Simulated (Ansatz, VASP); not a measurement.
**Two plane-wave programs on InAs**

```xyz
2
Lattice="0.0000 3.0130 3.0130 3.0130 0.0000 3.0130 3.0130 3.0130 0.0000" Properties=species:S:1:pos:R:3 pbc="T T T"
In    0.0000    0.0000    0.0000
As    1.5065    1.5065    1.5065
```

Alike in both runs: functional LDA; k mesh 12 × 12 × 12; occupations gaussian, width 0.1 eV; no spin polarisation.

Ansatz relaxed the structure, and its values are those at the end. VASP's run is a single point on that final structure, the one shown.

|  | VASP | Ansatz |
| --- | --- | --- |
| version | VASP 6.6.1 | Ansatz 0.2.0 |
| potentials or method | VASP PAW LDA potentials, release 64 (In_d, As), cutoff 500 eV | scalar-relativistic, plane waves, PAW |
| valence electrons in the cell | 18 | 28 |

```tsv
	VASP	Ansatz	Ansatz less VASP
gap on the k mesh at the Fermi level (eV)	none	none	-
pressure (GPa)	0.1	0.0	-0.15
```

Ansatz warns that its potentials were made for another functional, while VASP's fit it. LDA's correlation is that of Perdew and Zunger in VASP and of Perdew and Wang (1992) in Ansatz. A gap of «none» marks a metal or a gap that the smearing closes. VASP's potentials hold 18 valence electrons a cell and Ansatz's 28, so a difference there can come from the potentials and not from the codes.
